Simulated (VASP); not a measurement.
# Li2S in VASP: a series of runs, part 2 of 2

VASP 6.6.1.

## 3. Single point, LDA (equal xx and yy strain of +1 %)

The input, INCAR:

```
PREC     = Accurate       # precision mode
ENCUT    = 750            # plane-wave cutoff, eV
EDIFF    = 1E-6           # SCF threshold, eV
ISMEAR   = -1             # smearing method
SIGMA    = 0.02           # smearing width, eV
LREAL    = False          # projectors in reciprocal space
LASPH    = True           # aspherical terms in the spheres
NELM     = 120            # most SCF steps
ALGO     = Normal         # electronic algorithm
ISIF     = 2              # what is computed and relaxed
LWAVE    = False          # write WAVECAR
LCHARG   = False          # write CHGCAR
GGA      = CA             # functional
NBANDS   = 13             # bands
GGA_COMPAT= False
```

The input, KPOINTS:

```
Automatic mesh
0
Gamma
  7 7 7
```

The input, POSCAR:

```
Li2S
1.0
    0.0000000000      2.8825400000      2.8540000000
    2.8825400000      0.0000000000      2.8540000000
    2.8825400000      2.8825400000      0.0000000000
Li S
2 1
Direct
    0.2500000000      0.2500000000      0.2500000000
    0.7500000000      0.7500000000      0.7500000000
    0.0000000000      0.0000000000      0.0000000000
```

Potentials or basis: VASP PAW LDA potentials, release 64 (Li_sv, S).

The run is started by

```bash
> cat potpaw_LDA.64/Li_sv/POTCAR potpaw_LDA.64/S/POTCAR > POTCAR
> mpirun -np 1 vasp_std > vasp.out
```

OUTCAR:

```text
PREC = Accurate
   ENCUT = 750
   EDIFF = 1E-6
   ISMEAR = -1
   LREAL = False
   LASPH = True
   NELM = 120
   ISIF = 2
   GGA = CA

 ion  position               nearest neighbor table
   1  0.250  0.250  0.250-   3 2.49   3 2.49   3 2.49   3 2.49
   2  0.750  0.750  0.750-   3 2.49   3 2.49   3 2.49   3 2.49
   3  0.000  0.000  0.000-   2 2.49   2 2.49   2 2.49   1 2.49   2 2.49   1 2.49   1 2.49   1 2.49

  LATTYP: Found a body centered tetragonal cell.
 ALAT       =     4.0765271621
 C/A-ratio  =     1.4002114479

  Lattice vectors:

 A1 = (   0.0000000000,  -2.8825400000,  -2.8540000000)
 A2 = (   0.0000000000,   2.8825400000,  -2.8540000000)
 A3 = (   2.8825400000,   0.0000000000,   2.8540000000)

Analysis of symmetry for initial positions (statically):
=====================================================================
 Subroutine PRICEL returns:
 Original cell was already a primitive cell.

 Routine SETGRP: Setting up the symmetry group for a
 body centered tetragonal supercell.

 Subroutine GETGRP returns: Found 16 space group operations
 (whereof 16 operations were pure point group operations)
 out of a pool of 16 trial point group operations.

The static configuration has the point symmetry D_4h.

Analysis of symmetry for dynamics (positions and initial velocities):
=====================================================================
 Subroutine PRICEL returns:
 Original cell was already a primitive cell.

 Routine SETGRP: Setting up the symmetry group for a
 body centered tetragonal supercell.

 Subroutine GETGRP returns: Found 16 space group operations
 (whereof 16 operations were pure point group operations)
 out of a pool of 16 trial point group operations.

The dynamic configuration has the point symmetry D_4h.

 Subroutine INISYM returns: Found 16 space group operations
 (whereof 16 operations are pure point group operations),
 and found     1 'primitive' translations

----------------------------------------------------------------------------------------

                                     Primitive cell

[... 123 lines left out ...]
 non-spin polarized calculation
  energy-cutoff  :      750.00
  volume of cell :       47.43
 maximum number of plane-waves:      2232
   NGX = 19   NGY = 19   NGZ = 19

 number of electron      12.0000003 magnetization

 Free energy of the ion-electron system (eV)
  ---------------------------------------------------
  ext. energy  EPLUGINS =         0.00000000
  ---------------------------------------------------
  free energy    TOTEN  =       -12.96075346 eV

  energy without entropy =      -12.96075346  energy(sigma->0) =      -12.96075346

 E-fermi :   1.8083     XC(G=0):  -8.7274

 val. band max:        1.2489364526   @ k =   0.0000   0.0000   0.0000
 cond. band min:       4.5346741678   @ k =   0.4286   0.4286   0.0000
 fundamental gap:      3.2857377152
 Fermi energy:         1.8082898068

 k-point     1 :       0.0000    0.0000    0.0000
  band No.  band energies     occupation
      1     -42.0153      2.00000
      2     -41.9715      2.00000
      3      -9.6817      2.00000
      4       1.2177      2.00000
      5       1.2177      2.00000
      6       1.2489      2.00000
      7       5.1652      0.00000
      8       7.2100      0.00000
      9       7.2469      0.00000
     10       7.2469      0.00000
     11      12.2017      0.00000
     12      12.3622      0.00000
     13      13.1592      0.00000
[... 354 lines left out ...]
  band No.  band energies     occupation
      1     -41.9955      2.00000
      2     -41.9894      2.00000
      3      -9.2002      2.00000
      4      -1.1828      2.00000
      5      -0.1516      2.00000
      6       0.2825      2.00000
      7       6.6950      0.00000
      8       7.7272      0.00000
      9       9.4407      0.00000
     10       9.8295      0.00000
     11      11.2848      0.00000
     12      12.4220      0.00000
     13      14.8441      0.00000

 [... further k-points ...]

------------------------ aborting loop because EDIFF is reached ----------------------------------------

  FORCE on cell =-STRESS in cart. coord.  units (eV):
  Direction    XX          YY          ZZ          XY          YZ          ZX
  --------------------------------------------------------------------------------------
  -------------------------------------------------------------------------------------
  Total       -1.1643480     -1.1643480     -0.9742781      0.0000000      0.0000000     -0.0000000
  in kB      -39.3331509    -39.3331509    -32.9123493      0.0000000      0.0000000     -0.0000000
  external PRESSURE =     -37.1928837 kB  Pullay stress =       0.0000000 kB

 VOLUME and BASIS-vectors are now :
 -----------------------------------------------------------------------------
  energy-cutoff  :      750.00
  volume of cell :       47.43
      direct lattice vectors                 reciprocal lattice vectors
     0.000000000  2.882540000  2.854000000    -0.173458131  0.173458131  0.175192712
     2.882540000  0.000000000  2.854000000     0.173458131 -0.173458131  0.175192712
     2.882540000  2.882540000  0.000000000     0.173458131  0.173458131 -0.175192712

 POSITION                                       TOTAL-FORCE (eV/Angst)
 -----------------------------------------------------------------------------------
      1.44127      1.44127      1.42700         0.000000     -0.000000     -0.000000
      4.32381      4.32381      4.28100         0.000000     -0.000000      0.000000
      0.00000      0.00000      0.00000        -0.000000      0.000000     -0.000000
 -----------------------------------------------------------------------------------
    total drift:                                0.000000      0.000000      0.000000

  FREE ENERGIE OF THE ION-ELECTRON SYSTEM (eV)
  ---------------------------------------------------
  free  energy   TOTEN  =       -12.9607534574 eV

  energy  without entropy=      -12.9607534574  energy(sigma->0) =      -12.96075346
```

OSZICAR:

```text
N       E                     dE             d eps       ncg     rms          rms(c)
DAV:   1     0.529095804630E+02    0.52910E+02   -0.64903E+03  1040   0.114E+03
DAV:   2    -0.512003814202E+01   -0.58030E+02   -0.54973E+02  1243   0.224E+02
DAV:   3    -0.131196389813E+02   -0.79996E+01   -0.79481E+01  2024   0.519E+01
DAV:   4    -0.133006643702E+02   -0.18103E+00   -0.18098E+00  1337   0.114E+01
DAV:   5    -0.133063448571E+02   -0.56805E-02   -0.56802E-02  1685   0.147E+00    0.382E+00
DAV:   6    -0.129954724549E+02    0.31087E+00   -0.50856E-01  1311   0.277E+00    0.275E+00
DAV:   7    -0.129627534424E+02    0.32719E-01   -0.10745E-01  1538   0.141E+00    0.161E+00
DAV:   8    -0.129612216548E+02    0.15318E-02   -0.18333E-02  1407   0.755E-01    0.692E-01
DAV:   9    -0.129608050606E+02    0.41659E-03   -0.72428E-04  1522   0.152E-01    0.442E-01
DAV:  10    -0.129607578000E+02    0.47261E-04   -0.31001E-04  1230   0.938E-02    0.451E-02
DAV:  11    -0.129607534991E+02    0.43009E-05   -0.55862E-05  1414   0.438E-02    0.676E-02
DAV:  12    -0.129607534574E+02    0.41719E-07   -0.45510E-06  1373   0.154E-02
   1 F= -.12960753E+02 E0= -.12960753E+02  d E =-.355717E-14
```

Wall time 60 s (1 thread of AMD EPYC 7R43 (Zen 3), shared host); peak memory 0.15 GiB.

Results:

```
Free energy            : -12.9608 eV
Pressure               : -3.7 GPa
Band gap on the k mesh : 3.29 eV, indirect (least direct gap 3.92 eV)
```

Levels at points of the mesh, in eV from the valence-band top:
```
           k point  band 2  band 3  band 4  band 5  band 6  band 7  band 8  band 9  band 10  band 11
(0.00, 0.00, 0.00)  -43.22  -10.93   -0.03   -0.03    0.00    3.92    5.96    6.00     6.00    10.95
```

Caveat: the cell differs from its parent crystal (equal xx and yy strain of +1 %). A k mesh can miss the band edges.

## 4. Single point, LDA (equal xy, yz and zx shear strains of -1 %)

The input, INCAR:

```
SYSTEM = Li2S
ALGO     = Normal         ! electronic algorithm
EDIFF    = 1E-6           ! SCF threshold, eV
ENCUT    = 750            ! plane-wave cutoff, eV
GGA_COMPAT= .False.      
ISIF     = 2              ! what is computed and relaxed
ISMEAR   = -1             ! smearing method
LASPH    = .True.         ! aspherical terms in the spheres
LCHARG   = .False.        ! write CHGCAR
LREAL    = .False.        ! projectors in reciprocal space
LWAVE    = .False.        ! write WAVECAR
NBANDS   = 13             ! bands
NELM     = 120            ! most SCF steps
PREC     = Accurate       ! precision mode
SIGMA    = 0.02           ! smearing width, eV
```

The input, KPOINTS:

```
k-points
0
Gamma
  7 7 7
  0 0 0
```

The input, POSCAR:

```
Li2S
1.0
   -0.0285400000      2.8397300000      2.8397300000
    2.8397300000     -0.0285400000      2.8397300000
    2.8397300000      2.8397300000     -0.0285400000
Li S
2 1
Direct
    0.2500000000      0.2500000000      0.2500000000
    0.7500000000      0.7500000000      0.7500000000
    0.0000000000      0.0000000000      0.0000000000
```

The run is started by

```bash
> cat potpaw_LDA.64/Li_sv/POTCAR potpaw_LDA.64/S/POTCAR > POTCAR
> mpirun -np 1 vasp_std > vasp.out
```

Run time: 54 s. Hardware: 1 thread of AMD EPYC 7R43 (Zen 3), shared host; peak memory 0.15 GiB.

Results (log left out):

* Free energy: -12.9793 eV
* Pressure: -3.1 GPa
* Largest force: 0.016 eV/Å
* Band gap on the k mesh: 3.30 eV, indirect (least direct gap 4.01 eV)

Forces in eV/Å, atoms in the order of the input:
```
Li   0.009  0.009  0.009
Li  -0.009 -0.009 -0.009
S    0.000  0.000  0.000
```

Stress tensor (GPa, compression positive):
```
-3.06  0.34  0.34
 0.34 -3.06  0.34
 0.34  0.34 -3.06
```

Levels at points of the mesh, in eV from the valence-band top:
| k point | band 4 | band 5 | band 6 | band 7 | band 8 | band 9 |
| --- | --- | --- | --- | --- | --- | --- |
| (0.00, 0.00, 0.00) | -0.04 | -0.04 | 0.00 | 4.01 | 5.94 | 5.94 |

Caveat: the cell differs from its parent crystal (equal xy, yz and zx shear strains of -1 %).

## 5. Summary

```tsv
cell	gap on the mesh (eV)	pressure (GPa)
a = 4.016, b = 4.016, c = 4.036 Å, angles 59.8, 59.8, 60.3°, 3 atoms	3.27	-2.7
a = 4.056, b = 4.056, c = 4.077 Å, angles 59.8, 59.8, 60.3°, 3 atoms	3.29	-3.7
a = 4.016 Å, angles 60.7°, 3 atoms	3.30	-3.1
```

Alike in all rows: task single point; level LDA; potentials or basis VASP PAW LDA potentials, release 64 (Li_sv, S); no spin polarisation; k mesh 7 × 7 × 7; cutoff (eV) 750; smearing fermi-dirac 0.02 eV.

Total energies depend on the potentials used, so only differences within one code and one set of settings carry meaning.
